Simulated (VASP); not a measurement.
# Mg17O16 (a cell with a defect) in VASP: single point with PBE

Aim: the single point of Mg17O16 (a cell with a defect) with PBE.

All numbers are computed with VASP 6.6.1; they aren't measurements. Logs are shortened: lines on timing, memory, paths and dates and some standing lists are left out, and cuts for length are marked.

### 1 The cell of the first run

The cell holds a defect, 33 atoms: a = 7.367 Å, b = 7.367 Å, c = 7.367 Å, α = 109.47°, β = 109.47°, γ = 109.47°.

### 2 Single point, PBE (with an interstitial atom, then relaxed in part)

The input, INCAR:

```
PREC = Accurate
ENCUT = 520
EDIFF = 1E-6
ISMEAR = 0
SIGMA = 0.01
LREAL = Auto
LASPH = T
NELM = 60
ALGO = Normal
ISIF = 2
LWAVE = F
LCHARG = T
GGA = PE
LELF = T
LVHAR = T
NELECT = 128.0
NBANDS = 87
```

The input, KPOINTS:

```
Automatic mesh
0
Gamma
  2 2 2
  0.5 0.5 0.5
```

The input, POSCAR:

```
Mg17O16
1.0
   -4.2535896556      4.2535896556     -4.2535896556
    4.2535896556      4.2535896556      4.2535896556
    4.2535896556     -4.2535896556     -4.2535896556
Mg O
17 16
Direct
    0.2551820218      0.7446912032     -0.0015530761
   -0.0010150124     -0.0633949212     -0.0014853550
    0.5032220508      0.7532972298      0.7586713825
    0.6873877268      0.2492586382     -0.0015549895
    0.2387305160     -0.0069441227      0.7424738240
    0.4946900076      0.5050297736     -0.0015639985
   -0.0010357413      0.2492087445      0.6867949038
    0.7592032013      0.7532951436      0.5027128551
    0.5032286442      0.0092895825      0.5027035323
    0.7427580380      0.4884868230      0.7422401047
   -0.0010332148      0.7446731527      0.2546749991
    0.2549557259      0.2490242556      0.4941671471
   -0.0010384804      0.5050293056      0.4941792774
    0.7429737539     -0.0069626306      0.2381800314
    0.4947111413      0.2490397076      0.2544174928
    0.3105427868      0.5608073715      0.3100215540
   -0.0010536095      0.2483245580     -0.0016142158
    0.2526228305      0.5026926572      0.7440067177
   -0.0010300521      0.7407743463      0.7448354464
    0.5069111362      0.5034492066      0.5063898891
    0.7461069511     -0.0038267409      0.7455666667
    0.2533726808      0.7570907670      0.5065355905
    0.4908637346      0.2490152327      0.7447627471
   -0.0010372076     -0.0045216285      0.4904672411
    0.7445523789      0.5026945229      0.2521321146
    0.5070523593      0.7570973392      0.2528482580
    0.7453035993      0.2490327296      0.4903456545
   -0.0010591086      0.5011295522     -0.0015213062
    0.2526377520     -0.0056132381      0.2521025422
   -0.0010265727      0.2489357182      0.2512084513
    0.7453012954      0.7407274281     -0.0015636774
    0.4910216132     -0.0044868909     -0.0015592285
    0.2517964413      0.2490077133     -0.0015547400
```

Potentials or basis: VASP PAW PBE potentials, release 64 (Mg, O).

Run with:

```console
$ cat potpaw_PBE.64/Mg/POTCAR potpaw_PBE.64/O/POTCAR > POTCAR
$ mpirun -np 1 vasp_std > vasp.out
```

OUTCAR:

```text
PREC = Accurate
   ENCUT = 520
   EDIFF = 1E-6
   ISMEAR = 0
   LREAL = Auto
   LASPH = T
   NELM = 60
   ISIF = 2
   GGA = PE
   NELECT = 128.0

 ion  position               nearest neighbor table
   1  0.255  0.745  0.998-  32 2.07  26 2.10  18 2.10  28 2.13  29 2.15  19 2.15   2 2.71   6 2.88
                            14 2.93   3 2.93  16 3.01   7 3.01   9 3.04  13 3.04   5 3.04  15 3.04
   2  0.999  0.937  0.999-  29 1.94  31 1.94  19 1.94  17 2.30  30 2.43  33 2.43  21 2.43  11 2.71
                             1 2.71  10 2.71  12 3.02  14 3.02  15 3.02   3 3.02   5 3.02   8 3.02
   3  0.503  0.753  0.759-  18 2.07  32 2.10  31 2.10  21 2.12  22 2.15  20 2.15  16 2.71  14 2.88
                             1 2.93   6 2.94   2 3.02   4 3.02   5 3.04  13 3.04  12 3.04  10 3.04
   4  0.687  0.249  0.998-  25 1.94  23 1.94  32 1.95  17 2.30  28 2.42  21 2.43  30 2.43   6 2.71
                            15 2.71   5 2.71  11 3.01  10 3.01  13 3.02   9 3.02  14 3.02   3 3.02
   5  0.239  0.993  0.742-  22 2.07  24 2.10  19 2.10  33 2.12  32 2.15  23 2.15   4 2.71   8 2.88
                            11 2.93  13 2.94   7 3.02   2 3.02   3 3.04   9 3.04  12 3.04   1 3.04
   6  0.495  0.505  0.998-  31 2.07  26 2.10  18 2.10  33 2.12  23 2.15  25 2.15   4 2.71   1 2.88
                            14 2.94   3 2.94  16 3.02   7 3.02  12 3.04  10 3.04   8 3.04  11 3.04
   7  0.999  0.249  0.687-  18 1.94  27 1.94  24 1.95  17 2.30  28 2.42  21 2.43  33 2.43  13 2.71
                            14 2.71  12 2.71   1 3.01  10 3.01   6 3.02   9 3.02   8 3.02   5 3.02
   8  0.759  0.753  0.503-  25 2.07  24 2.10  19 2.10  21 2.12  20 2.15  26 2.15  16 2.71   5 2.88
                            11 2.93  13 2.94   7 3.02   2 3.02  15 3.04  14 3.04   6 3.04  10 3.04
   9  0.503  0.009  0.503-  29 2.07  23 2.10  27 2.10  21 2.12  26 2.15  22 2.15  16 2.71  10 2.88
[... 19 lines left out ...]
  20  0.507  0.503  0.506-  16 1.95  10 2.07  12 2.10  15 2.10   8 2.15   3 2.15
  21  0.746  0.996  0.746-  17 1.86   8 2.12   9 2.12   3 2.12   7 2.43   4 2.43   2 2.43
  22  0.253  0.757  0.507-  16 1.94   5 2.07  11 2.10  13 2.10   3 2.15   9 2.15
  23  0.491  0.249  0.745-   4 1.94  12 2.07  10 2.10   9 2.10   5 2.15   6 2.15
  24  0.999  0.995  0.490-   7 1.95  11 2.07   8 2.10   5 2.10  14 2.15  12 2.15
  25  0.745  0.503  0.252-   4 1.94   8 2.07  11 2.10  13 2.10  15 2.15   6 2.15
  26  0.507  0.757  0.253-  16 1.94  14 2.07   1 2.10   6 2.10   8 2.15   9 2.15
  27  0.745  0.249  0.490-   7 1.94  15 2.07  10 2.10   9 2.10  13 2.15  14 2.15
  28  0.999  0.501  0.998-  17 1.86  11 2.13  10 2.13   1 2.13   4 2.42  16 2.42   7 2.42
  29  0.253  0.994  0.252-   2 1.94   9 2.07  12 2.10  15 2.10   1 2.15  11 2.15
  30  0.999  0.249  0.251-  17 1.86  12 2.12  14 2.12  13 2.12  16 2.43   4 2.43   2 2.43
  31  0.745  0.741  0.998-   2 1.94   6 2.07  14 2.10   3 2.10  10 2.15  11 2.15
  32  0.491  0.996  0.998-   4 1.95   1 2.07  14 2.10   3 2.10   5 2.15  15 2.15
  33  0.252  0.249  0.998-  17 1.86  15 2.12   5 2.12   6 2.12  16 2.43   7 2.43   2 2.43

  LATTYP: Found a body centered cubic cell.
 ALAT       =     8.5071793112

  Lattice vectors:

 A1 = (  -4.2535896556,   4.2535896556,  -4.2535896556)
 A2 = (   4.2535896556,   4.2535896556,   4.2535896556)
 A3 = (   4.2535896556,  -4.2535896556,  -4.2535896556)

[... 186 lines left out ...]
     AMIX     =   0.40;   BMIX     =  1.00
     AMIX_MAG =   1.60;   BMIX_MAG =  1.00
  volume/ion in A,a.u.               =       9.33        62.95
  Fermi-wavevector in a.u.,A,eV,Ry     =   1.221901  2.309057 20.314059  1.493041
  Thomas-Fermi vector in A             =   2.357067
   LORBIT       =      0    0 simple, 1 ext, 2 COOP (PROOUT), +10 PAW based schemes
   GGA     = PE    functional components
   LHFCALC =     F    Hartree Fock is set to
   AEXX    =    0.0000 exact exchange contribution
   IVDW    =     0    specifies the selected vdW correction
   LEPSILON=     F    determine dielectric tensor
   LRPA    =     F    only Hartree local field effects (RPA)
 non-spin polarized calculation
 Gauss-broadening in eV      SIGMA  =   0.01
  energy-cutoff  :      520.00
  volume of cell :      307.84
 maximum number of plane-waves:      8280
 NGX is ok and might be reduce to    54
   NGX = 27   NGY = 27   NGZ = 27

 number of electron     128.0000004 magnetization

 Free energy of the ion-electron system (eV)
  ---------------------------------------------------
  ext. energy  EPLUGINS =         0.00000000
  ---------------------------------------------------
  free energy    TOTEN  =      -198.51929793 eV

  energy without entropy =     -198.51929793  energy(sigma->0) =     -198.51929793

 E-fermi :   2.9771     XC(G=0): -10.9938

 val. band max:        2.9096437412   @ k =  -0.2500   0.2500   0.2500
 cond. band min:       8.5978359167   @ k =   0.2500  -0.2500   0.2500
 fundamental gap:      5.6881921755
 Fermi energy:         2.9770644442

 k-point     1 :       0.2500    0.2500    0.2500
  band No.  band energies     occupation
      1     -13.5530      2.00000
      2     -13.4067      2.00000
      3     -13.4066      2.00000
      4     -13.4065      2.00000
      5     -12.8360      2.00000
      6     -12.8359      2.00000
[... 305 lines left out ...]
     75      12.4607      0.00000
     76      12.4689      0.00000
 [bands above 76 left out]

------------------------ aborting loop because EDIFF is reached ----------------------------------------

  FORCE on cell =-STRESS in cart. coord.  units (eV):
  Direction    XX          YY          ZZ          XY          YZ          ZX
  --------------------------------------------------------------------------------------
  -------------------------------------------------------------------------------------
  Total        3.7789028      3.7842383      3.7934643      0.0129551      0.0215200      0.0182632
  in kB       19.6675171     19.6952859     19.7433031      0.0674256      0.1120021      0.0950519
  external PRESSURE =      19.7020354 kB  Pullay stress =       0.0000000 kB

 VOLUME and BASIS-vectors are now :
 -----------------------------------------------------------------------------
  energy-cutoff  :      520.00
  volume of cell :      307.84
      direct lattice vectors                 reciprocal lattice vectors
    -4.253589656  4.253589656 -4.253589656     0.000000000  0.117547775 -0.117547775
     4.253589656  4.253589656  4.253589656     0.117547775  0.117547775  0.000000000
     4.253589656 -4.253589656 -4.253589656     0.117547775  0.000000000 -0.117547775

 POSITION                                       TOTAL-FORCE (eV/Angst)
 -----------------------------------------------------------------------------------
      6.32915      0.00607     -2.16481         0.005199      0.010798      0.005477
      3.98193      3.98593     -4.51261        -0.014676     -0.014995     -0.015118
      4.29079      2.11764     -2.16336        -0.004118     -0.014077      0.002508
      2.38335     -0.26287     -6.11060         0.020885     -0.025477      0.019768
      6.36677      2.08133      0.05041        -0.014270      0.001639     -0.003681
      4.29092      0.00546     -4.20296        -0.003587      0.012327     -0.003600
[... 25 lines left out ...]
      6.39286      2.07615     -2.10106        -0.005979     -0.006191     -0.004773
      4.23511     -2.11676     -4.25884        -0.009630      0.005330     -0.008062
 -----------------------------------------------------------------------------------
    total drift:                               -0.005475      0.004194     -0.000877

  FREE ENERGIE OF THE ION-ELECTRON SYSTEM (eV)
  ---------------------------------------------------
  free  energy   TOTEN  =      -198.5192979289 eV

  energy  without entropy=     -198.5192979289  energy(sigma->0) =     -198.51929793
```

OSZICAR:

```text
N       E                     dE             d eps       ncg     rms          rms(c)
DAV:   1     0.695605312047E+03    0.69561E+03   -0.62729E+04   696   0.134E+03
DAV:   2    -0.168399599594E+03   -0.86400E+03   -0.84292E+03   875   0.291E+02
DAV:   3    -0.222154787414E+03   -0.53755E+02   -0.53478E+02   841   0.761E+01
DAV:   4    -0.222656526525E+03   -0.50174E+00   -0.50073E+00   832   0.814E+00
DAV:   5    -0.222661929073E+03   -0.54025E-02   -0.53996E-02   824   0.797E-01    0.286E+01
DAV:   6    -0.198746111728E+03    0.23916E+02   -0.10521E+02   817   0.324E+01    0.895E+00
DAV:   7    -0.198638667905E+03    0.10744E+00   -0.23573E+00   768   0.519E+00    0.558E+00
DAV:   8    -0.198527555343E+03    0.11111E+00   -0.47546E-01   833   0.363E+00    0.802E-01
DAV:   9    -0.198517266444E+03    0.10289E-01   -0.49940E-02   856   0.794E-01    0.302E-01
DAV:  10    -0.198519831915E+03   -0.25655E-02   -0.14498E-02   833   0.413E-01    0.191E-01
DAV:  11    -0.198519308107E+03    0.52381E-03   -0.19069E-03   816   0.180E-01    0.520E-02
DAV:  12    -0.198519303568E+03    0.45385E-05   -0.44492E-04   793   0.741E-02    0.182E-02
DAV:  13    -0.198519299036E+03    0.45323E-05   -0.36799E-05   856   0.348E-02    0.704E-03
DAV:  14    -0.198519298535E+03    0.50070E-06   -0.11724E-05   816   0.123E-02    0.648E-03
DAV:  15    -0.198519297929E+03    0.60635E-06   -0.32870E-06   616   0.701E-03
   1 F= -.19851930E+03 E0= -.19851930E+03  d E =-.119218E-21
```

stdout:

```text
POSCAR found type information on POSCAR MgO
 POSCAR found :  2 types and      33 ions
 scaLAPACK will be used
 LDA part: xc-table for (Slater+PW92), standard interpolation
 POSCAR, INCAR and KPOINTS ok, starting setup
 FFT: planning ... GRIDC
 FFT: planning ... GRID_SOFT
 FFT: planning ... GRID
 WAVECAR not read
 entering main loop
 the old and the new charge density differ
 old charge density:   130.00000 new  128.00000
    0.286E+01
```

Wall time 7 min (1 thread of Intel Xeon 8259CL, shared host); peak memory 0.44 GiB.

What came out:

| Quantity | Value |
| --- | --- |
| Free energy | -198.5193 eV |
| Largest force | 0.038 eV/Å |

Forces in eV/Å, atoms in the order of the input:
```
Mg   0.005  0.011  0.005
Mg  -0.015 -0.015 -0.015
Mg  -0.004 -0.014  0.003
Mg   0.021 -0.025  0.020
Mg  -0.014  0.002 -0.004
Mg  -0.004  0.012 -0.004
Mg  -0.024  0.020  0.020
Mg  -0.014 -0.004  0.003
Mg  -0.004 -0.004  0.012
Mg   0.004  0.004  0.012
Mg   0.012  0.005  0.005
Mg   0.003 -0.004 -0.015
Mg   0.014 -0.004 -0.004
Mg   0.003 -0.014 -0.004
Mg  -0.003  0.002 -0.015
Mg   0.021  0.019 -0.025
Mg   0.006  0.005  0.003
O    0.003  0.004 -0.004
O   -0.004  0.006  0.005
O   -0.005 -0.004 -0.008
O   -0.009 -0.009  0.005
O    0.005 -0.004  0.004
O   -0.005  0.006  0.004
O   -0.006 -0.006 -0.005
O    0.002  0.004 -0.005
O   -0.004  0.004  0.004
O    0.004 -0.006  0.003
O    0.013  0.014  0.014
O    0.004  0.005 -0.001
O    0.007 -0.006 -0.007
O    0.005 -0.003  0.005
O   -0.006 -0.006 -0.005
O   -0.010  0.005 -0.008
```

Levels at points of the mesh, in eV from the Fermi level:
```csv
k point,band 61,band 62,band 63,band 64,band 65,band 66,band 67,band 68
"(0.25, 0.25, 0.25)",-0.17,-0.07,-0.07,-0.07,6.23,7.06,7.07,7.07
```

Caveat: the cell carries a net charge on a neutralising background, which shifts energy and pressure; the cell differs from its parent crystal (with an interstitial atom, then relaxed in part); the cell is charged against a uniform background, so pressure and absolute levels hang on convention.
